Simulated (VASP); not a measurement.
Here is a VASP 6.6.1 calculation.

POSCAR

```
CaO
1.0
    2.9032089672      0.0000000000      0.0000000000
    0.0000000000      2.9032089672      0.0000000000
    0.0000000000      0.0000000000      2.9032089672
Ca O
1 1
Direct
    0.0000000000      0.0000000000      0.0000000000
    0.5000000000      0.5000000000      0.5000000000
```

The input INCAR.step1:

```
ALGO = Normal ; EDIFF = 1E-8
ENCUT = 500 ; ISMEAR = 0
LASPH = T ; LCHARG = F
LMIXTAU = T ; LREAL = F
LWAVE = T ; METAGGA = R2SCAN
NELM = 100 ; PREC = Accurate
SIGMA = 0.01
```

File INCAR.step2:

```
ALGO = Exact ; EDIFF = 1E-8
ENCUT = 500 ; ISMEAR = 0
ISTART = 1 ; LASPH = T
LCHARG = F ; LMIXTAU = T
LOPTICS = T ; LREAL = F
LWAVE = T ; METAGGA = R2SCAN
NBANDS = 142 ; NELM = 1
PREC = Accurate ; SIGMA = 0.01
```

File INCAR.step3:

```
ALGO = EVGW0 ; EDIFF = 1E-8
ENCUT = 500 ; ENCUTGW = 180.0
ISMEAR = 0 ; ISTART = 1
LASPH = T ; LCHARG = F
LMIXTAU = T ; LREAL = F
LWAVE = F ; METAGGA = R2SCAN
NBANDS = 142 ; NBANDSGW = 16
NELMGW = 1 ; NOMEGA = 48
PREC = Accurate ; PRECFOCK = Fast
SIGMA = 0.01
```

File KPOINTS:

```
k-points
0
Gamma
  6 6 6
```

Potentials or basis: VASP PAW PBE potentials, release 64 (Ca_sv_GW, O_GW).

The run is started by

```bash
$ cat potpaw_PBE.64/Ca_sv_GW/POTCAR potpaw_PBE.64/O_GW/POTCAR > POTCAR
$ cp INCAR.step1 INCAR
$ mpirun -np 1 vasp_std > vasp.out
$ cp INCAR.step2 INCAR
$ mpirun -np 1 vasp_std > vasp.out
$ cp INCAR.step3 INCAR
$ mpirun -np 1 vasp_std > vasp.out
```

Problem. Estimate the quasiparticle gap.

Solution. 5.31 eV.

Problem. Estimate the least direct quasiparticle gap.

Solution. 5.69 eV.

Problem. What does it give for the band gap on the k mesh, mean-field level?

Solution. 3.28 eV, indirect (least direct gap 3.59 eV).

Caveat: bands, screening cutoff and mesh are small and nothing is extrapolated, so the quasiparticle values aren't converged. A k mesh can miss the band edges.
